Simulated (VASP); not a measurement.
A run of VASP 6.6.1:

File INCAR:

```
SYSTEM = SiAs4
  PREC = Accurate
  ENCUT = 510
  EDIFF = 1E-7
  ISMEAR = 0
  SIGMA = 0.1
  LREAL = .False.
  LASPH = .True.
  NELM = 120
  ALGO = Normal
  ISIF = 3
  LWAVE = .False.
  LCHARG = .False.
  GGA = PE
  IBRION = 2
  NSW = 90
  EDIFFG = -0.04
  GGA_COMPAT = .False.
  NELMIN = 4
```

File KPOINTS:

```
Automatic mesh
0
Gamma
  6 6 2
  0 0 0
```

File POSCAR:

```
SiAs4
1.0
    3.2892539600      0.0000000000      0.0000000000
   -1.6446269800      2.8485774900      0.0000000000
    0.0000000000      0.0000000000     10.5765348800
Si As
1 4
Direct
    0.0000000000      0.0000000000      0.0000000000
    0.3333333300      0.6666666700      0.8658552800
    0.3333333300      0.6666666700      0.3767953500
    0.6666666700      0.3333333300      0.1341447200
    0.6666666700      0.3333333300      0.6232046500
```

Potentials or basis: VASP PAW PBE potentials, release 64 (Si, As_d).

Command:

```bash
$ cat potpaw_PBE.64/Si/POTCAR potpaw_PBE.64/As_d/POTCAR > POTCAR
$ mpirun -np 1 vasp_std > vasp.out
```

Hardware: 1 thread of Intel(R) Xeon(R) Platinum 8488C (Sapphire Rapids), with other jobs on the host.

Task: How long does it take, and how much memory?

Result: It took 7 min on 1 thread of Intel(R) Xeon(R) Platinum 8488C (Sapphire Rapids), with other jobs on the host, peak memory 0.22 GiB. Counts: scf iterations 196, k points 14, ion steps 19.
